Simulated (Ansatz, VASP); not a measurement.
# Two plane-wave programs on Sn

```
Sn
1.0
    -1.72654    1.77555   -2.33834
    -1.72654   -1.77555    2.33834
     0.00000   15.43182    8.30512
Sn
4
Direct
  0.14035 0.85965 0.57175
  0.27005 0.72995 0.08168
  0.56015 0.43985 0.24504
  0.85025 0.14975 0.40840
```

Alike in both runs: task single point; functional PBEsol; k mesh 16 × 16 × 4; occupations gaussian, width 0.15 eV; no spin polarisation.

|  | VASP | Ansatz |
| --- | --- | --- |
| version | VASP 6.6.1 | Ansatz 0.2.0 |
| potentials or method | VASP PAW PBE potentials, release 64 (Sn_d), cutoff 520 eV | scalar-relativistic, plane waves, PAW |
| valence electrons in the cell | 56 | 56 |

VASP gave:

- gap on the k mesh at the Fermi level (eV): none
- rms of the force components (eV/Å): 0.186

Q: What did Ansatz give for the same quantities?

A: gap on the k mesh at the Fermi level (eV): none; rms of the force components (eV/Å): 0.187.

VASP's potentials were made for PBE, not for PBEsol. Atom by atom the forces differ by 0.001 eV/Å (rms over components). A gap of «none» marks a metal or a gap that the smearing closes.
